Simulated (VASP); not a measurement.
# GeH2W8C8 in VASP: further runs

Runs on GeH2W8C8. Level: PBE. Tasks: single point.

All numbers are computed with VASP 6.6.1; they aren't measurements. Logs are shortened: lines on timing, memory, paths and dates and some standing lists are left out, and cuts for length are marked.

### Step 1. The cell of the first run

The cell holds a slab with vacuum, 19 atoms: a = 5.813 Å, b = 5.673 Å, c = 15.195 Å, α = 90.00°, β = 90.00°, γ = 90.00°.

### Step 2. Single point, PBE

INCAR reads:

```
SYSTEM = GeH2W8C8
ALGO     = Normal         ! electronic algorithm
EDIFF    = 1E-6           ! SCF threshold, eV
ENCUT    = 520            ! plane-wave cutoff, eV
GGA      = PE             ! functional
ISIF     = 2              ! what is computed and relaxed
ISMEAR   = 0              ! smearing method
LASPH    = .True.         ! aspherical terms in the spheres
LCHARG   = .False.        ! write CHGCAR
LREAL    = Auto         
LWAVE    = .False.        ! write WAVECAR
NBANDS   = 95             ! bands
NELM     = 60             ! most SCF steps
PREC     = Accurate       ! precision mode
SIGMA    = 0.1            ! smearing width, eV
```

KPOINTS reads:

```
k-points
0
Gamma
  4 4 1
  0 0 0
```

POSCAR reads:

```
GeH2W8C8
1.0
    5.8130000000      0.0000000000      0.0000000000
    0.0000000000      5.6732000000      0.0000000000
    0.0000000000      0.0000000000     15.1951710000
W C Ge H
8 8 1 2
Direct
    0.0000000000      0.0000000000      0.0658103815
    0.2539798727      0.0091010365      0.2288485598
    0.0000000000      0.5000000000      0.0658103815
    0.2456358163      0.5066722485      0.2293072582
    0.5000000000      0.0000000000      0.0658103815
    0.7512855668     -0.0107389128      0.2288904811
    0.5000000000      0.5000000000      0.0658103815
    0.7400122140      0.4940610238      0.2302891491
    0.4951090659      0.2475051118      0.1649696473
    0.4375835197      0.3490275330      0.3402942290
    0.4931519009      0.7492230135      0.1693201742
    0.2293686565      0.7838754142      0.3351442376
    1.0024985378      0.2497666220      0.1740792519
    0.5909105453      0.1896871254      0.3179524600
    1.0028100809      0.7489624903      0.1705109472
    0.7474383279      0.7257840372      0.3295516714
    0.4839996559      0.6647865402      0.4025490730
    0.0672482367      0.7825393076      0.3726373991
    0.4791386547      0.6494142636      0.5041778734
```

Potentials or basis: VASP PAW PBE potentials, release 64 (W_sv, C, Ge_d, H).

Command:

```
$ cat potpaw_PBE.64/W_sv/POTCAR potpaw_PBE.64/C/POTCAR potpaw_PBE.64/Ge_d/POTCAR potpaw_PBE.64/H/POTCAR > POTCAR
$ mpirun -np 1 vasp_std > vasp.out
```

OUTCAR:

```text
SYSTEM = GeH2W8C8
   EDIFF = 1E-6
   ENCUT = 520
   GGA = PE
   ISIF = 2
   ISMEAR = 0
   LASPH = .True.
   LREAL = Auto
   NELM = 60
   PREC = Accurate

 ion  position               nearest neighbor table
   1  0.000  0.000  0.066-  15 2.14  13 2.17   3 2.84   3 2.84   6 2.87   2 2.88   5 2.91   5 2.91

   2  0.254  0.009  0.229-  12 2.06  13 2.17   9 2.18  11 2.22  15 2.26  14 2.59  10 2.78   4 2.82
                             4 2.85   5 2.86   1 2.88   6 2.89   6 2.92
   3  0.000  0.500  0.066-  15 2.13  13 2.17   1 2.84   1 2.84   4 2.87   7 2.91   7 2.91   8 2.92

   4  0.246  0.507  0.229-  15 2.16  11 2.19  13 2.20  10 2.21  12 2.25   9 2.28   2 2.82   2 2.85
                             3 2.87   8 2.87   7 2.89   8 2.94  17 3.11
   5  0.500  0.000  0.066-   9 2.06  11 2.12   7 2.84   7 2.84   2 2.86   6 2.88   1 2.91   1 2.91

   6  0.751  0.989  0.229-  14 2.00  16 2.14  15 2.19  11 2.22  13 2.24   9 2.30   8 2.81   8 2.86
                             1 2.87   5 2.88   2 2.89   2 2.92
   7  0.500  0.500  0.066-   9 2.08  11 2.12   5 2.84   5 2.84   8 2.86   4 2.89   3 2.91   3 2.91

   8  0.740  0.494  0.230-  16 2.00   9 2.23  13 2.23  11 2.24  15 2.29  14 2.35  10 2.56   6 2.81
                             7 2.86   6 2.86   4 2.87   3 2.92   4 2.94  17 3.16
   9  0.495  0.248  0.165-   5 2.06   7 2.08   2 2.18   8 2.23   4 2.28   6 2.30
  10  0.438  0.349  0.340-  14 1.31  17 2.04   4 2.21   8 2.56   2 2.78
  11  0.493  0.749  0.169-   7 2.12   5 2.12   4 2.19   2 2.22   6 2.22   8 2.24
  12  0.229  0.784  0.335-  18 1.10  17 1.92   2 2.06   4 2.25
  13  0.002  0.250  0.174-   2 2.17   1 2.17   3 2.17   4 2.20   8 2.23   6 2.24
  14  0.591  0.190  0.318-  10 1.31   6 2.00   8 2.35   2 2.59
  15  0.003  0.749  0.171-   3 2.13   1 2.14   4 2.16   6 2.19   2 2.26   8 2.29
  16  0.747  0.726  0.330-  17 1.92   8 2.00   6 2.14
  17  0.484  0.665  0.403-  19 1.55  16 1.92  12 1.92  10 2.04   4 3.11   8 3.16
  18  0.067  0.783  0.373-  12 1.10
  19  0.479  0.649  0.504-  17 1.55

  LATTYP: Found a simple orthorhombic cell.
 ALAT       =     5.6732000000
 B/A-ratio  =     1.0246421773
 C/A-ratio  =     2.6784127124

  Lattice vectors:

 A1 = (   0.0000000000,  -5.6732000000,   0.0000000000)
 A2 = (   5.8130000000,   0.0000000000,   0.0000000000)
 A3 = (   0.0000000000,   0.0000000000,  15.1951710000)

Analysis of symmetry for initial positions (statically):
=====================================================================
 Subroutine PRICEL returns:
 Original cell was already a primitive cell.

 Routine SETGRP: Setting up the symmetry group for a
 simple orthorhombic supercell.

 Subroutine GETGRP returns: Found  1 space group operations
 (whereof  1 operations were pure point group operations)
 out of a pool of  8 trial point group operations.

The static configuration has the point symmetry C_1 .

Analysis of symmetry for dynamics (positions and initial velocities):
=====================================================================
 Subroutine PRICEL returns:
 Original cell was already a primitive cell.

 Routine SETGRP: Setting up the symmetry group for a
 simple orthorhombic supercell.

 Subroutine GETGRP returns: Found  1 space group operations
 (whereof  1 operations were pure point group operations)
 out of a pool of  8 trial point group operations.

The dynamic configuration has the point symmetry C_1 .

 Subroutine INISYM returns: Found  1 space group operations
 (whereof  1 operations are pure point group operations),
 and found     1 'primitive' translations

----------------------------------------------------------------------------------------

                                     Primitive cell

  volume of cell :     501.1111

  direct lattice vectors                    reciprocal lattice vectors
     5.813000000  0.000000000  0.000000000     0.172028213  0.000000000  0.000000000
     0.000000000  5.673200000  0.000000000     0.000000000  0.176267362  0.000000000
     0.000000000  0.000000000 15.195171000     0.000000000  0.000000000  0.065810381

  length of vectors
     5.813000000  5.673200000 15.195171000     0.172028213  0.176267362  0.065810381

  position of ions in fractional coordinates (direct lattice)
     0.000000000  0.000000000  0.065810382
     0.253979873  0.009101036  0.228848560
     0.000000000  0.500000000  0.065810382
     0.245635816  0.506672249  0.229307258
     0.500000000  0.000000000  0.065810382
     0.751285567  0.989261087  0.228890481
[... 11 lines left out ...]
     0.067248237  0.782539308  0.372637399
     0.479138655  0.649414264  0.504177873

  ion indices of the primitive-cell ions
   primitive index   ion index
                 1           1
                 2           2
                 3           3
                 4           4
                 5           5
                 6           6
[... 11 lines left out ...]
                18          18
                19          19

----------------------------------------------------------------------------------------

 KPOINTS: k-points

Automatic generation of k-mesh.
 Grid dimensions read from file:
 generate k-points for:    4    4    1

 Generating k-lattice:

  Cartesian coordinates                     Fractional coordinates (reciprocal lattice)
     0.043007053  0.000000000  0.000000000     0.250000000  0.000000000  0.000000000
     0.000000000  0.044066841  0.000000000     0.000000000  0.250000000  0.000000000
     0.000000000  0.000000000  0.065810381     0.000000000  0.000000000  1.000000000

  Length of vectors
     0.043007053  0.044066841  0.065810381

  Shift w.r.t. Gamma in fractional coordinates (k-lattice)
     0.000000000  0.000000000  0.000000000

 Subroutine IBZKPT returns following result:
 ===========================================

 Found     10 irreducible k-points:

 Following reciprocal coordinates:
            Coordinates               Weight
  0.000000  0.000000  0.000000      1.000000
  0.250000  0.000000  0.000000      2.000000
  0.500000  0.000000  0.000000      1.000000
  0.000000  0.250000  0.000000      2.000000
  0.250000  0.250000  0.000000      2.000000
 -0.250000  0.250000  0.000000      2.000000
  0.500000  0.250000  0.000000      2.000000
  0.000000  0.500000  0.000000      1.000000
  0.250000  0.500000  0.000000      2.000000
  0.500000  0.500000  0.000000      1.000000
   k-points           NKPTS =     10   k-points in BZ     NKDIM =     10   number of bands    NBANDS=     95
   number of dos      NEDOS =    301   number of ions     NIONS =     19
   total plane-waves  NPLWV = 241920
   dimension x,y,z NGX =    48 NGY =   42 NGZ =  120
   dimension x,y,z NGXF=    96 NGYF=   84 NGZF=  240
   ions per type =               8   8   1   2
   NGX,Y,Z   is equivalent  to a cutoff of  13.73, 12.31, 13.13 a.u.
   NGXF,Y,Z  is equivalent  to a cutoff of  27.46, 24.62, 26.26 a.u.
 SYSTEM =  GeH2W8C8
   PREC   = accura    normal or accurate (medium, high low for compatibility)
   ISTART =      0    job   : 0-new  1-cont  2-samecut
   ICHARG =      2    charge: 1-file 2-atom 10-const
   ISPIN  =      1    spin polarized calculation?
   LNONCOLLINEAR =      F non collinear calculations
   LSORBIT =      F    spin-orbit coupling
   LASPH  =      T    aspherical Exc in radial PAW
   ENCUT  =  520.0 eV  38.22 Ry    6.18 a.u.  10.81 10.55 28.25*2*pi/ulx,y,z
   NELM   =     60;   NELMIN=  2; NELMDL= -5     # of ELM steps
   EDIFF  = 0.1E-05   stopping-criterion for ELM
   LREAL  =      T    real-space projection
   EDIFFG = 0.1E-04   stopping-criterion for IOM
   NSW    =      0    number of steps for IOM
   IBRION =     -1    ionic relax: 0-MD 1-quasi-New 2-CG
   NFREE  =      0    steps in history (QN), initial steepest desc. (CG)
   ISIF   =      2    stress and relaxation
   ISYM   =      2    0-nonsym 1-usesym 2-fastsym
   POTIM  = 0.5000    time-step for ionic-motion
   TEBEG  =    0.0;   TEEND  =   0.0 temperature during run
   PSTRESS=    0.0 pullay stress
   NELECT =     160.0000    total number of electrons
   NUPDOWN=      -1.0000    fix difference up-down
   EMIN   =  10.00;   EMAX   =-10.00  energy-range for DOS
   EFERMI =   0.00;   METHOD = LEGACY
   ISMEAR =     0;   SIGMA  =   0.10  broadening in eV -4-tet -1-fermi 0-gaus
   EFERMI_NEDOS =   21; number of points for ismear=-14 and -15
   IALGO  =     38    algorithm
   IMIX   =      4    mixing-type and parameters
     AMIX     =   0.40;   BMIX     =  1.00
     AMIX_MAG =   1.60;   BMIX_MAG =  1.00
  volume/ion in A,a.u.               =      26.37       177.98
  Fermi-wavevector in a.u.,A,eV,Ry     =   1.118931  2.114474 17.034598  1.252008
  Thomas-Fermi vector in A             =   2.255567
   LORBIT       =      0    0 simple, 1 ext, 2 COOP (PROOUT), +10 PAW based schemes
   GGA     = PE    functional components
   LHFCALC =     F    Hartree Fock is set to
   AEXX    =    0.0000 exact exchange contribution
   IVDW    =     0    specifies the selected vdW correction
   LEPSILON=     F    determine dielectric tensor
   LRPA    =     F    only Hartree local field effects (RPA)
 non-spin polarized calculation
 Gauss-broadening in eV      SIGMA  =   0.10
  energy-cutoff  :      520.00
  volume of cell :      501.11
 maximum number of plane-waves:     13550
 NGX is ok and might be reduce to    48
   NGX = 21   NGY = 21   NGZ = 57

 number of electron     159.9999993 magnetization

 Free energy of the ion-electron system (eV)
  ---------------------------------------------------
  ext. energy  EPLUGINS =         0.00000000
  ---------------------------------------------------
  free energy    TOTEN  =      -171.16313591 eV

  energy without entropy =     -171.09985020  energy(sigma->0) =     -171.13149306

 E-fermi :   1.3542     XC(G=0):  -6.6326

 val. band max:        1.3367217071   @ k =   0.2500   0.0000   0.0000
 cond. band min:       1.3664766008   @ k =   0.0000   0.2500   0.0000
 fundamental gap:      0.0297548937
 Fermi energy:         1.3542482862

 k-point     1 :       0.0000    0.0000    0.0000
  band No.  band energies     occupation
      1     -73.1035      2.00000
      2     -73.0421      2.00000
      3     -72.9804      2.00000
      4     -72.9090      2.00000
      5     -72.8691      2.00000
      6     -72.8543      2.00000
[... 939 lines left out ...]
     91       2.4372      0.00000
     92       2.9199      0.00000
 [bands above 92 left out]

------------------------ aborting loop because EDIFF is reached ----------------------------------------

  FORCE on cell =-STRESS in cart. coord.  units (eV):
  Direction    XX          YY          ZZ          XY          YZ          ZX
  --------------------------------------------------------------------------------------
  -------------------------------------------------------------------------------------
  Total      -11.1255861     -5.8023199      0.6142656     -4.7362029      0.0263663     -0.0444238
  in kB      -35.5712782    -18.5514663      1.9639605    -15.1428241      0.0842998     -0.1420340
  external PRESSURE =     -17.3862613 kB  Pullay stress =       0.0000000 kB

 VOLUME and BASIS-vectors are now :
 -----------------------------------------------------------------------------
  energy-cutoff  :      520.00
  volume of cell :      501.11
      direct lattice vectors                 reciprocal lattice vectors
     5.813000000  0.000000000  0.000000000     0.172028213  0.000000000  0.000000000
     0.000000000  5.673200000  0.000000000     0.000000000  0.176267362  0.000000000
     0.000000000  0.000000000 15.195171000     0.000000000  0.000000000  0.065810381

 POSITION                                       TOTAL-FORCE (eV/Angst)
 -----------------------------------------------------------------------------------
      0.00000      0.00000      1.00000         0.053932      0.000263      0.241565
      1.47639      0.05163      3.47739        -0.004812     -0.003161      0.015440
      0.00000      2.83660      1.00000        -0.048479     -0.066014      0.374010
      1.42788      2.87445      3.48436        -0.018661      0.008655      0.020743
      2.90650      0.00000      1.00000         0.063216      0.013709     -0.354940
      4.36722      5.61228      3.47803         0.013402     -0.001156      0.026338
[... 11 lines left out ...]
      0.39091      4.43950      5.66229        -0.019943     -0.002464      0.019763
      2.78523      3.68426      7.66107        -0.000341     -0.000258     -0.023462
 -----------------------------------------------------------------------------------
    total drift:                               -0.002891     -0.001804     -0.013751

  FREE ENERGIE OF THE ION-ELECTRON SYSTEM (eV)
  ---------------------------------------------------
  free  energy   TOTEN  =      -171.1631359110 eV

  energy  without entropy=     -171.0998502014  energy(sigma->0) =     -171.13149306
```

Wall time 44 min (1 thread of Intel Xeon 8259CL, shared host); peak memory 0.74 GiB.

Results:

```yaml
Free_energy: -171.1631 eV
Largest_force: 0.483 eV/Å
Band_gap_on_the_k_mesh: zero (bands 80 and 81 overlap by 0.47 eV)
```

Forces in eV/Å, atoms in the order of the input:
```
W    0.054  0.000  0.242
W   -0.005 -0.003  0.015
W   -0.048 -0.066  0.374
W   -0.019  0.009  0.021
W    0.063  0.014 -0.355
W    0.013 -0.001  0.026
W   -0.068  0.045 -0.476
W    0.022 -0.012 -0.018
C    0.000  0.013  0.008
C   -0.060  0.057  0.072
C    0.004  0.003 -0.004
C    0.030 -0.012  0.035
C   -0.006  0.004  0.001
C    0.051 -0.066 -0.019
C   -0.004 -0.002  0.009
C   -0.015  0.015  0.074
Ge   0.008  0.005 -0.001
H   -0.020 -0.002  0.020
H    0.000  0.000 -0.023
```

Levels at points of the mesh, in eV from the Fermi level:
```
           k point  band 76  band 77  band 78  band 79  band 80  band 81  band 82  band 83  band 84  band 85
(0.00, 0.00, 0.00)    -0.66    -0.35    -0.09    -0.04     0.23     0.41     0.70     0.97     1.27     1.45
(0.50, 0.00, 0.00)    -0.87    -0.72    -0.57    -0.32    -0.09     0.04     0.10     0.17     0.94     1.23
(0.00, 0.50, 0.00)    -1.28    -1.03    -0.81    -0.47    -0.18     0.03     0.64     0.70     0.83     1.10
(0.50, 0.50, 0.00)    -1.06    -0.91    -0.74    -0.37    -0.30    -0.24    -0.22     0.05     0.37     0.54
```

Caveat: spin-orbit coupling is left out, which moves the levels of the heavy elements.

### Step 3. Single point, PBE

INCAR reads:

```
SYSTEM = GeH2W8C8
PREC = Accurate ; ENCUT = 520
EDIFF = 1E-6 ; ISMEAR = 0
SIGMA = 0.1 ; LREAL = Auto
LASPH = .True. ; NELM = 100
ALGO = Normal ; ISIF = 2
LWAVE = .False. ; LCHARG = .True.
GGA = PE ; LELF = .True.
LVHAR = .True. ; NBANDS = 95
```

KPOINTS reads:

```
regular mesh
0
Gamma
  4 4 1
  0 0 0
```

POSCAR reads:

```
GeH2W8C8
1.0
    5.8130000000      0.0000000000      0.0000000000
    0.0000000000      5.6732000000      0.0000000000
    0.0000000000      0.0000000000     15.1951710000
W C Ge H
8 8 1 2
Direct
    0.0000000000      0.0000000000      0.0658103800
    0.2539798592      0.0091009506      0.2288485892
    0.0000000000      0.5000000000      0.0658103800
    0.2456357816      0.5066721653      0.2293072430
    0.5000000000      0.0000000000      0.0658103800
    0.7512856256     -0.0107389739      0.2288905095
    0.5000000000      0.5000000000      0.0658103800
    0.7400122632      0.4940610849      0.2302891538
    0.4951091349      0.2475050588      0.1649696502
    0.4375835427      0.3490275577      0.3402942369
    0.4931518770      0.7492230855      0.1693201665
    0.2293686781      0.7838753693      0.3351442291
    1.0024986028      0.2497666593      0.1740792171
    0.5909105362      0.1896870673      0.3179524734
    1.0028101537      0.7489625211      0.1705109682
    0.7474382848      0.7257840028      0.3295516819
    0.4839996154      0.6647865884      0.4025490919
    0.0672483016      0.7825392267      0.3726373692
    0.4791386326      0.6494142610      0.5041778864
```

Potentials or basis: VASP PAW PBE potentials, release 64 (W_sv, C, Ge_d, H).

Command:

```
$ cat potpaw_PBE.64/W_sv/POTCAR potpaw_PBE.64/C/POTCAR potpaw_PBE.64/Ge_d/POTCAR potpaw_PBE.64/H/POTCAR > POTCAR
$ mpirun -np 1 vasp_std > vasp.out
```

Wall time 17 min (1 thread of AMD EPYC 7R13 (Zen 3), shared host); peak memory 0.69 GiB.

The run converged. Its results:

```yaml
Free_energy: -171.1631 eV
Largest_force: 0.483 eV/Å
Band_gap_on_the_k_mesh: zero (bands 80 and 81 overlap by 0.47 eV)
```

Forces in eV/Å, atoms in the order of the input:
```
W    0.054  0.000  0.242
W   -0.005 -0.003  0.015
W   -0.048 -0.066  0.374
W   -0.019  0.009  0.021
W    0.063  0.014 -0.355
W    0.013 -0.001  0.026
W   -0.068  0.045 -0.476
W    0.022 -0.012 -0.018
C    0.000  0.013  0.008
C   -0.060  0.057  0.072
C    0.004  0.003 -0.004
C    0.030 -0.012  0.035
C   -0.006  0.004  0.001
C    0.051 -0.066 -0.019
C   -0.004 -0.002  0.009
C   -0.015  0.015  0.074
Ge   0.008  0.005 -0.001
H   -0.020 -0.002  0.020
H    0.000  0.000 -0.023
```

Levels at points of the mesh, in eV from the Fermi level:
```csv
k point,band 76,band 77,band 78,band 79,band 80,band 81,band 82,band 83,band 84,band 85
"(0.00, 0.00, 0.00)",-0.66,-0.35,-0.09,-0.04,0.23,0.41,0.70,0.97,1.27,1.45
"(0.50, 0.00, 0.00)",-0.87,-0.72,-0.57,-0.32,-0.09,0.04,0.10,0.17,0.94,1.23
"(0.00, 0.50, 0.00)",-1.28,-1.03,-0.81,-0.47,-0.18,0.03,0.64,0.70,0.83,1.10
"(0.50, 0.50, 0.00)",-1.06,-0.91,-0.74,-0.37,-0.30,-0.24,-0.22,0.05,0.37,0.54
```

Caveat: spin-orbit coupling is left out, which moves the levels of the heavy elements.
